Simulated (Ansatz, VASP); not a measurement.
## Al2O3: VASP beside Ansatz

The input INCAR:

```
PREC = Accurate
ENCUT = 520
EDIFF = 1E-6
ISMEAR = 0
SIGMA = 0.05
LREAL = False
LASPH = True
NELM = 80
ALGO = Normal
ISIF = 2
LWAVE = False
LCHARG = False
NBANDS = 35
```

File KPOINTS:

```
Automatic mesh
0
Gamma
  6 4 8
```

File POSCAR:

```
Al2O3
1.0
    4.6844374264      0.0000000000      0.0000000000
    0.0000000000      9.3816587147      0.0000000000
    0.0000000000      0.0000000000      2.9745879034
Al O
4 6
Direct
    0.4138788494      0.3309999366      0.5000000000
    0.5861211506      0.6690000634      0.5000000000
    0.9138788494      0.1690000634      0.0000000000
    0.0861211506      0.8309999366      0.0000000000
    0.7315554251      0.2226862107      0.5000000000
    0.0000000000      0.0000000000      0.0000000000
    0.7684445749      0.7226862107      0.0000000000
    0.2315554251      0.2773137893      0.0000000000
    0.2684445749      0.7773137893      0.5000000000
    0.5000000000      0.5000000000      0.5000000000
```

Input for Ansatz:

```yaml
crystal:
  lattice:
    - [4.6844374264, 0.0, 0.0]
    - [0.0, 9.3816587147, 0.0]
    - [0.0, 0.0, 2.9745879034]
  atoms:
    - { symbol: Al, position: [0.4138788494, 0.3309999366, 0.5] }
    - { symbol: Al, position: [0.5861211506, 0.6690000634, 0.5] }
    - { symbol: Al, position: [0.9138788494, 0.1690000634, 0.0] }
    - { symbol: Al, position: [0.0861211506, 0.8309999366, 0.0] }
    - { symbol: O, position: [0.7315554251, 0.2226862107, 0.5] }
    - { symbol: O, position: [0.0, 0.0, 0.0] }
    - { symbol: O, position: [0.7684445749, 0.7226862107, 0.0] }
    - { symbol: O, position: [0.2315554251, 0.2773137893, 0.0] }
    - { symbol: O, position: [0.2684445749, 0.7773137893, 0.5] }
    - { symbol: O, position: [0.5, 0.5, 0.5] }
basis:
  ecutwfc: 420
kpoints:
  mp_grid: { grid: [6, 4, 8] }
hamiltonian:
  xc: lda
scf:
  occupations: { method: gaussian, width: 0.05 }
output:
  forces: true
  stress: true
  eigenvalues: true
```

Change from the starting cell: strain +0.0200 x Voigt [1, -1, 0, 0, 0, 0], atoms carried along.

Alike in both runs: task single point; functional LDA; k mesh 6 × 4 × 8; occupations gaussian, width 0.05 eV; no spin polarisation.

```csv
,VASP,Ansatz
version,VASP 6.6.1,Ansatz 0.2.0
potentials or method,"VASP PAW LDA potentials, release 64 (Al, O), cutoff 520 eV","scalar-relativistic, plane waves, PAW"
valence electrons in the cell,48,48
```

VASP gave:

```
gap on the k mesh at the Fermi level (eV)                     : 3.65
least direct gap on the mesh (eV)                             : 3.65
pressure (GPa)                                                : 2.4
traceless stress, the component that is largest in VASP (GPa) : 6.93
rms of the force components (eV/Å)                            : 0.425
```

Which values does Ansatz return?

gap on the k mesh at the Fermi level (eV): 3.67; least direct gap on the mesh (eV): 3.67; pressure (GPa): 1.5; traceless stress, the component that is largest in VASP (GPa): 6.27; rms of the force components (eV/Å): 0.383.

LDA's correlation is that of Perdew and Zunger in VASP and of Perdew and Wang (1992) in Ansatz. Atom by atom the forces differ by 0.042 eV/Å (rms over components).
